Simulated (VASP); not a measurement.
Write the native input for VASP 6.6.1 that does the following.

- Task: single point
- Functional: LDA
- Potentials or basis: VASP PAW LDA potentials, release 64 (Al)
- Cutoff: 520 eV
- k mesh: 20 × 20 × 20
- Occupations: gaussian, width 0.15 eV
- Spin: no spin polarisation
- Dipole correction: no
- Further INCAR settings: ALGO = Normal; EDIFF = 1e-07; NBANDS = 8

The structure of Al lies in POSCAR:

```
Al
1.0
    0.0000000000      2.0745795000      2.1251790000
    2.0745795000      0.0000000000      2.1251790000
    2.0745795000      2.0745795000      0.0000000000
Al
1
Direct
    0.0000000000      0.0000000000      0.0000000000
```

This cell differs from its parent crystal: strain +0.025 along x and y, +0.050 along z.

The input as run:

INCAR

```
PREC = Accurate
ENCUT = 520
EDIFF = 1E-7
ISMEAR = 0
SIGMA = 0.15
LREAL = False
LASPH = True
NELM = 60
ALGO = Normal
ISIF = 2
LWAVE = False
LCHARG = True
GGA = CA
LELF = True
LVHAR = True
NBANDS = 8
```

KPOINTS

```
Automatic mesh
0
Gamma
  20 20 20
```

Potentials or basis: VASP PAW LDA potentials, release 64 (Al).

The run is started by

```console
$ cat potpaw_LDA.64/Al/POTCAR > POTCAR
$ mpirun -np 1 vasp_std > vasp.out
```

Results of the run:

```
Pressure               : -8.6 GPa
Band gap on the k mesh : zero (an odd number of electrons rules out a gap without spin polarisation)
```

Caveat: the cell differs from its parent crystal (strain +0.025 along x and y, +0.050 along z); the cell stands under tension.

Wall time 66 s on 1 thread of Intel Xeon 8259CL (shared host), peak memory 0.19 GiB.
